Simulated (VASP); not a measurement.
# Sc (P-3m1) in VASP: single point with PBE

Aim: the single point of Sc with PBE.

All numbers are computed with VASP 6.6.1; they aren't measurements. Logs are shortened: lines on timing, memory, paths and dates and some standing lists are left out, and cuts for length are marked.

## Step 1: The cell of the first run

Symmetry: P-3m1, No. 164, trigonal system. The conventional cell has a = 3.294 Å, b = 3.294 Å, c = 20.968 Å, α = 90.00°, β = 90.00°, γ = 120.00°. Within 4.2 Å of Sc (site symmetry 3m) lie 12 Sc at 3.23 to 3.29 Å. Within 4.2 Å of Sc (site symmetry 3m) lie 12 Sc at 3.23 to 3.29 Å. Within 4.3 Å of Sc (site symmetry 3m) lie 12 Sc at 3.23 to 3.29 Å. Sc (site symmetry 3m) has 12 Sc at 3.20 to 3.29 Å within 4.2 Å.

## Step 2: Single point, PBE

INCAR

```
SYSTEM = Sc
PREC = Accurate ; ENCUT = 520
EDIFF = 1E-6 ; ISMEAR = 0
SIGMA = 0.1 ; LREAL = .False.
LASPH = .True. ; NELM = 100
ALGO = Normal ; ISIF = 2
LWAVE = .False. ; LCHARG = .False.
GGA = PE ; NBANDS = 54
```

KPOINTS

```
Automatic mesh
0
Gamma
  15 15 2
  0 0 0
```

POSCAR

```
Sc
1.0
    3.2937621434      0.0000000000      0.0000000000
   -1.6468810717      2.8524816902      0.0000000000
    0.0000000000      0.0000000000     20.9684915196
Sc
8
Direct
    0.0000000000      0.0000000000      0.0012847027
    0.3333333333      0.6666666667      0.1257412117
    0.0000000000      0.0000000000      0.2504802945
    0.6666666667      0.3333333333      0.3760521700
    0.0000000000      0.0000000000      0.4989478300
    0.6666666667      0.3333333333      0.6245197055
    0.3333333333      0.6666666667      0.7492587883
    0.6666666667      0.3333333333      0.8737152973
```

Potentials or basis: VASP PAW PBE potentials, release 64 (Sc_sv).

The run is started by

```console
$ cat potpaw_PBE.64/Sc_sv/POTCAR > POTCAR
$ mpirun -np 1 vasp_std > vasp.out
```

OUTCAR:

```text
SYSTEM = Sc
   PREC = Accurate
   ENCUT = 520
   EDIFF = 1E-6
   ISMEAR = 0
   LREAL = .False.
   LASPH = .True.
   NELM = 100
   ISIF = 2
   GGA = PE

 ion  position               nearest neighbor table
   1  0.000  0.000  0.001-   2 3.23   2 3.23   2 3.23   8 3.28   8 3.28   8 3.28
   2  0.333  0.667  0.126-   1 3.23   1 3.23   1 3.23   3 3.23   3 3.23   3 3.23
   3  0.000  0.000  0.250-   2 3.23   2 3.23   2 3.23   4 3.25   4 3.25   4 3.25
   4  0.667  0.333  0.376-   5 3.20   5 3.20   5 3.20   3 3.25   3 3.25   3 3.25
   5  0.000  0.000  0.499-   4 3.20   4 3.20   4 3.20   6 3.25   6 3.25   6 3.25
   6  0.667  0.333  0.625-   7 3.23   7 3.23   7 3.23   5 3.25   5 3.25   5 3.25
   7  0.333  0.667  0.749-   8 3.23   8 3.23   8 3.23   6 3.23   6 3.23   6 3.23
   8  0.667  0.333  0.874-   7 3.23   7 3.23   7 3.23   1 3.28   1 3.28   1 3.28

  LATTYP: Found a hexagonal cell.
 ALAT       =     3.2937621434
 C/A-ratio  =     6.3661219623

  Lattice vectors:

 A1 = (   3.2937621434,   0.0000000000,   0.0000000000)
 A2 = (  -1.6468810717,   2.8524816902,   0.0000000000)
 A3 = (   0.0000000000,   0.0000000000,  20.9684915196)

Analysis of symmetry for initial positions (statically):
=====================================================================
 Subroutine PRICEL returns:
 Original cell was already a primitive cell.

 Routine SETGRP: Setting up the symmetry group for a
 hexagonal supercell.

 Subroutine GETGRP returns: Found 12 space group operations
 (whereof  6 operations were pure point group operations)
 out of a pool of 24 trial point group operations.

The static configuration has the point symmetry C_3v.
 The point group associated with its full space group is D_3d.

Analysis of symmetry for dynamics (positions and initial velocities):
=====================================================================
 Subroutine PRICEL returns:
 Original cell was already a primitive cell.

 Routine SETGRP: Setting up the symmetry group for a
 hexagonal supercell.

 Subroutine GETGRP returns: Found 12 space group operations
 (whereof  6 operations were pure point group operations)
 out of a pool of 24 trial point group operations.

The dynamic configuration has the point symmetry C_3v.
 The point group associated with its full space group is D_3d.

 Subroutine INISYM returns: Found 12 space group operations
[... 112 lines left out ...]
   NSW    =      0    number of steps for IOM
   IBRION =     -1    ionic relax: 0-MD 1-quasi-New 2-CG
   NFREE  =      0    steps in history (QN), initial steepest desc. (CG)
   ISIF   =      2    stress and relaxation
   ISYM   =      2    0-nonsym 1-usesym 2-fastsym
   POTIM  = 0.5000    time-step for ionic-motion
   TEBEG  =    0.0;   TEEND  =   0.0 temperature during run
   PSTRESS=    0.0 pullay stress
   NELECT =      88.0000    total number of electrons
   NUPDOWN=      -1.0000    fix difference up-down
   EMIN   =  10.00;   EMAX   =-10.00  energy-range for DOS
   EFERMI =   0.00;   METHOD = LEGACY
   ISMEAR =     0;   SIGMA  =   0.10  broadening in eV -4-tet -1-fermi 0-gaus
   EFERMI_NEDOS =   21; number of points for ismear=-14 and -15
   IALGO  =     38    algorithm
   IMIX   =      4    mixing-type and parameters
     AMIX     =   0.40;   BMIX     =  1.00
     AMIX_MAG =   1.60;   BMIX_MAG =  1.00
  volume/ion in A,a.u.               =      24.63       166.18
  Fermi-wavevector in a.u.,A,eV,Ry     =   1.251435  2.364869 21.307942  1.566090
  Thomas-Fermi vector in A             =   2.385383
   LORBIT       =      0    0 simple, 1 ext, 2 COOP (PROOUT), +10 PAW based schemes
   GGA     = PE    functional components
   LHFCALC =     F    Hartree Fock is set to
   AEXX    =    0.0000 exact exchange contribution
   IVDW    =     0    specifies the selected vdW correction
   LEPSILON=     F    determine dielectric tensor
   LRPA    =     F    only Hartree local field effects (RPA)
 non-spin polarized calculation
 Gauss-broadening in eV      SIGMA  =   0.10
  energy-cutoff  :      520.00
  volume of cell :      197.01
 maximum number of plane-waves:      5364
   NGX = 13   NGY = 13   NGZ = 77

 number of electron      88.0000033 magnetization

 Free energy of the ion-electron system (eV)
  ---------------------------------------------------
  ext. energy  EPLUGINS =         0.00000000
  ---------------------------------------------------
  free energy    TOTEN  =       -49.85315507 eV

  energy without entropy =      -49.77200370  energy(sigma->0) =      -49.81257938

 E-fermi :   3.7166     XC(G=0):  -9.8793

 val. band max:        3.7164092427   @ k =   0.4000   0.0667   0.5000
 cond. band min:       3.7182941316   @ k =   0.2000   0.2000   0.0000
 fundamental gap:      0.0018848889
 Fermi energy:         3.7165614124

 k-point     1 :       0.0000    0.0000    0.0000
  band No.  band energies     occupation
      1     -45.7346      2.00000
      2     -45.7099      2.00000
      3     -45.7018      2.00000
      4     -45.6971      2.00000
      5     -45.6594      2.00000
      6     -45.6424      2.00000
[... 1357 lines left out ...]
     53       4.5737      0.00000
     54       4.5892      0.00000

 [... further k-points ...]

------------------------ aborting loop because EDIFF is reached ----------------------------------------

  FORCE on cell =-STRESS in cart. coord.  units (eV):
  Direction    XX          YY          ZZ          XY          YZ          ZX
  --------------------------------------------------------------------------------------
  -------------------------------------------------------------------------------------
  Total        0.0084540      0.0084540      0.0310424      0.0000000      0.0000000      0.0000000
  in kB        0.0687532      0.0687532      0.2524546      0.0000000      0.0000000      0.0000000
  external PRESSURE =       0.1299870 kB  Pullay stress =       0.0000000 kB

 VOLUME and BASIS-vectors are now :
 -----------------------------------------------------------------------------
  energy-cutoff  :      520.00
  volume of cell :      197.01
      direct lattice vectors                 reciprocal lattice vectors
     3.293762143  0.000000000  0.000000000     0.303604194  0.175285963  0.000000000
    -1.646881072  2.852481690  0.000000000     0.000000000  0.350571926  0.000000000
     0.000000000  0.000000000 20.968491520     0.000000000  0.000000000  0.047690603

 POSITION                                       TOTAL-FORCE (eV/Angst)
 -----------------------------------------------------------------------------------
      0.00000      0.00000      0.02694        -0.000000     -0.000000     -0.009370
     -0.00000      1.90165      2.63660        -0.000000      0.000000      0.000860
      0.00000      0.00000      5.25219         0.000000     -0.000000      0.005238
      1.64688      0.95083      7.88525        -0.000000     -0.000000      0.002741
      0.00000      0.00000     10.46218         0.000000      0.000000     -0.002741
      1.64688      0.95083     13.09524        -0.000000     -0.000000     -0.005238
     -0.00000      1.90165     15.71083         0.000000     -0.000000     -0.000860
      1.64688      0.95083     18.32049        -0.000000      0.000000      0.009370
 -----------------------------------------------------------------------------------
    total drift:                               -0.000000      0.000000     -0.000000

  FREE ENERGIE OF THE ION-ELECTRON SYSTEM (eV)
  ---------------------------------------------------
  free  energy   TOTEN  =       -49.8531550709 eV

  energy  without entropy=      -49.7720036962  energy(sigma->0) =      -49.81257938
```

OSZICAR:

```text
N       E                     dE             d eps       ncg     rms          rms(c)
DAV:   1     0.196845583539E+04    0.19685E+04   -0.37895E+04  5880   0.173E+03
DAV:   2     0.106431469842E+03   -0.18620E+04   -0.18431E+04  8264   0.821E+02
DAV:   3    -0.459613736881E+02   -0.15239E+03   -0.14749E+03  9528   0.322E+02
DAV:   4    -0.549362361780E+02   -0.89749E+01   -0.84950E+01  9784   0.620E+01
DAV:   5    -0.554278575321E+02   -0.49162E+00   -0.47355E+00  9672   0.138E+01    0.151E+01
DAV:   6    -0.527666450781E+02    0.26612E+01   -0.28517E+01  7584   0.308E+01    0.841E+00
DAV:   7    -0.648799252712E+02   -0.12113E+02   -0.12310E+02  9592   0.306E+01    0.152E+01
DAV:   8    -0.507445900508E+02    0.14135E+02   -0.61912E+01  8914   0.171E+01    0.564E+00
DAV:   9    -0.499453095010E+02    0.79928E+00   -0.56309E+00  9120   0.978E+00    0.238E+00
DAV:  10    -0.498963140618E+02    0.48995E-01   -0.22860E+00  8248   0.636E+00    0.149E+00
DAV:  11    -0.498924071770E+02    0.39069E-02   -0.64272E-01  8208   0.431E+00    0.124E+00
DAV:  12    -0.498611367251E+02    0.31270E-01   -0.52352E-01  9186   0.276E+00    0.561E-01
DAV:  13    -0.498536078374E+02    0.75289E-02   -0.11081E-01  8408   0.162E+00    0.183E-01
DAV:  14    -0.498531753412E+02    0.43250E-03   -0.98633E-03  8738   0.634E-01    0.756E-02
DAV:  15    -0.498531564716E+02    0.18870E-04   -0.11539E-03  9240   0.247E-01    0.330E-02
DAV:  16    -0.498531592142E+02   -0.27426E-05   -0.11340E-04  9208   0.844E-02    0.145E-02
DAV:  17    -0.498531551188E+02    0.40953E-05   -0.39540E-05  6608   0.285E-02    0.479E-03
DAV:  18    -0.498531550709E+02    0.47930E-07   -0.43714E-06  5360   0.193E-02
   1 F= -.49853155E+02 E0= -.49812579E+02  d E =-.811514E-01
```

stdout:

```text
POSCAR found type information on POSCAR Sc
 POSCAR found :  1 types and       8 ions
 scaLAPACK will be used
 LDA part: xc-table for (Slater+PW92), standard interpolation
 POSCAR, INCAR and KPOINTS ok, starting setup
 FFT: planning ... GRIDC
 FFT: planning ... GRID_SOFT
 FFT: planning ... GRID
 WAVECAR not read
 entering main loop
```

Wall time 9.7 min (1 thread of AMD EPYC 9R45 (Zen 5), shared host); peak memory 0.5 GiB.

Results:

| Quantity | Value |
| --- | --- |
| Free energy | -49.8532 eV |
| Pressure | 0.0 GPa |
| Largest force | 0.009 eV/Å |
| Band gap on the k mesh | zero (band 44 reaches 4.58 eV, above the bottom of band 45 at 3.34 eV) |

Forces in eV/Å, atoms in the order of the input:
```
Sc   0.000  0.000 -0.009
Sc   0.000  0.000  0.001
Sc   0.000  0.000  0.005
Sc   0.000  0.000  0.003
Sc   0.000  0.000 -0.003
Sc   0.000  0.000 -0.005
Sc   0.000  0.000 -0.001
Sc   0.000  0.000  0.009
```
